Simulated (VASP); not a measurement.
Input of a VASP 6.6.1 run:

Contents of INCAR:

```
PREC     = Accurate       # precision mode
ENCUT    = 520            # plane-wave cutoff, eV
EDIFF    = 1E-6           # SCF threshold, eV
ISMEAR   = -1             # smearing method
SIGMA    = 0.1            # smearing width, eV
LREAL    = F              # projectors in reciprocal space
LASPH    = T              # aspherical terms in the spheres
NELM     = 80             # most SCF steps
ALGO     = Normal         # electronic algorithm
ISIF     = 2              # what is computed and relaxed
LWAVE    = F              # write WAVECAR
LCHARG   = F              # write CHGCAR
GGA      = PE             # functional
NBANDS   = 28             # bands
```

KPOINTS

```
regular mesh
0
Gamma
  9 9 5
```

File POSCAR:

```
SnTe
1.0
    5.0878992985      0.0000000000      0.0000000000
   -2.5439496492      4.4062500444      0.0000000000
    0.0000000000      0.0000000000      6.0895150106
Sn Te
2 2
Direct
    0.3333333333      0.6666666667     -0.0619995502
    0.6666666667      0.3333333333      0.4380004498
    0.3333333333      0.6666666667      0.4379995502
    0.6666666667      0.3333333333      0.9379995502
```

Potentials or basis: VASP PAW PBE potentials, release 64 (Sn_d, Te).

The run is started by

```sh
$ cat potpaw_PBE.64/Sn_d/POTCAR potpaw_PBE.64/Te/POTCAR > POTCAR
$ mpirun -np 1 vasp_std > vasp.out
```

Q: Estimate the pressure.

A: 8.5 GPa.

Q: Predict the band gap on the k mesh.

A: 0.26 eV, indirect (least direct gap 0.81 eV).

Caveat: spin-orbit coupling is left out, which moves the levels of the heavy elements. A k mesh can miss the band edges.
